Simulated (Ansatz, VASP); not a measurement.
## Rh: VASP beside Ansatz

```
CELL_PARAMETERS angstrom
2.28079 -3.40424 0.00000
2.28079 3.40424 0.00000
0.00000 0.00000 5.15628
ATOMIC_POSITIONS crystal
Rh 0.50000 0.00000 0.25000
Rh 0.00000 0.50000 0.75000
Rh 0.00000 0.50000 0.25000
Rh 0.50000 0.00000 0.75000
Rh 0.00000 0.00000 0.00000
```

Alike in both runs: task single point; functional PBE; k mesh 6 × 6 × 4; occupations gaussian, width 0.1 eV; no spin polarisation.

|  | VASP | Ansatz |
| --- | --- | --- |
| version | VASP 6.6.1 | Ansatz 0.2.0 |
| potentials or method | VASP PAW PBE potentials, release 64 (Rh_pv), cutoff 520 eV | scalar-relativistic, plane waves, PAW |
| valence electrons in the cell | 75 | 85 |

```tsv
	VASP	Ansatz	Ansatz less VASP
gap on the k mesh at the Fermi level (eV)	none	none	-
rms of the force components (eV/Å)	1.232	1.224	-0.0079
```

Atom by atom the forces differ by 0.008 eV/Å (rms over components). A gap of «none» marks a metal or a gap that the smearing closes. VASP's potentials hold 75 valence electrons a cell and Ansatz's 85, so a difference there can come from the potentials and not from the codes.
